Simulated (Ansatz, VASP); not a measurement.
# Rb2Ir in VASP and in Ansatz

Contents of INCAR:

```
SYSTEM = Rb2Ir
PREC = Accurate
ENCUT = 520
EDIFF = 1E-6
ISMEAR = 0
SIGMA = 0.1
LREAL = .False.
LASPH = .True.
NELM = 100
ALGO = Normal
ISIF = 2
LWAVE = .False.
LCHARG = .False.
GGA = PE
NBANDS = 36
```

File KPOINTS:

```
Automatic mesh
0
Gamma
  4 4 4
  0 0 0
```

POSCAR

```
Rb2Ir
1.0
    0.0000000000      4.5840941943      4.5840941943
    4.5840941943      0.0000000000      4.5840941943
    4.5840941943      4.5840941943      0.0000000000
Rb Ir
4 2
Direct
    0.6250000000      0.6250000000      0.6250000000
    0.1250000000      0.6250000000      0.6250000000
    0.6250000000      0.6250000000      0.1250000000
    0.6250000000      0.1250000000      0.6250000000
    0.0000000000      0.0000000000      0.0000000000
    0.2500000000      0.2500000000      0.2500000000
```

Input for Ansatz:

```yaml
crystal:
  lattice:
    - [0.0, 4.5840941943, 4.5840941943]
    - [4.5840941943, 0.0, 4.5840941943]
    - [4.5840941943, 4.5840941943, 0.0]
  atoms:
    - { symbol: Rb, position: [0.625, 0.625, 0.625] }
    - { symbol: Rb, position: [0.125, 0.625, 0.625] }
    - { symbol: Rb, position: [0.625, 0.625, 0.125] }
    - { symbol: Rb, position: [0.625, 0.125, 0.625] }
    - { symbol: Ir, position: [0.0, 0.0, 0.0] }
    - { symbol: Ir, position: [0.25, 0.25, 0.25] }
basis:
  ecutwfc: 420
kpoints:
  mp_grid: { grid: [4, 4, 4] }
hamiltonian:
  xc: pbe
scf:
  occupations: { method: gaussian, width: 0.1 }
  lower_state_search: "off"
output:
  forces: true
  stress: true
  eigenvalues: true
```

Alike in both runs: task single point; functional PBE; k mesh 4 × 4 × 4; occupations gaussian, width 0.1 eV; no spin polarisation.

|  | VASP | Ansatz |
| --- | --- | --- |
| version | VASP 6.6.1 | Ansatz 0.2.0 |
| potentials or method | VASP PAW PBE potentials, release 64 (Rb_sv, Ir), cutoff 520 eV | scalar-relativistic, plane waves, PAW |
| valence electrons in the cell | 54 | 70 |

|  | VASP | Ansatz | Ansatz less VASP |
| --- | --- | --- | --- |
| gap on the k mesh at the Fermi level (eV) | none | none | - |
| pressure (GPa) | 0.2 | 0.1 | -0.10 |

A gap of «none» marks a metal or a gap that the smearing closes. VASP's potentials hold 54 valence electrons a cell and Ansatz's 70, so a difference there can come from the potentials and not from the codes.

Neither program's run includes spin-orbit coupling.
